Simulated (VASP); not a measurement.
The system is MgI2.

```
Mg I
1.0
     4.14000    0.00000    0.00000
    -2.07000    3.58534    0.00000
     0.00000    0.00000    6.88000
Mg I
1 2
Direct
  0.00000 0.00000 0.00000
  0.33333 0.66667 0.25000
  0.66667 0.33333 0.75000
```

Base run:

| Item | Value |
| --- | --- |
| Program | VASP 6.6.1 |
| Functional | PBE |
| Potentials or basis | VASP PAW PBE potentials, release 64 (Mg, I) |
| Cutoff | 520 eV |
| k mesh | 6 × 6 × 4 |
| Occupations | gaussian, width 0.01 eV |
| Spin | no spin polarisation |

Its results: band gap on the k mesh 3.47 eV, indirect (least direct gap 3.63 eV); pressure 0.6 GPa; largest force 0.256 eV/Å.

**Question.** The run is repeated on the same cell with these changes: k mesh from 6 × 6 × 4 to 3 × 3 × 2. What comes out?

**Answer.** Band gap on the k mesh 3.61 eV, direct; pressure 1.2 GPa; largest force 0.273 eV/Å.

Caveats: some runs use coarse meshes; spin-orbit coupling is left out, which moves the levels of the heavy elements; this functional lacks dispersion, which binds the layers, so the pressure and a relaxed spacing across them are unreliable.

A k mesh can miss the band edges.
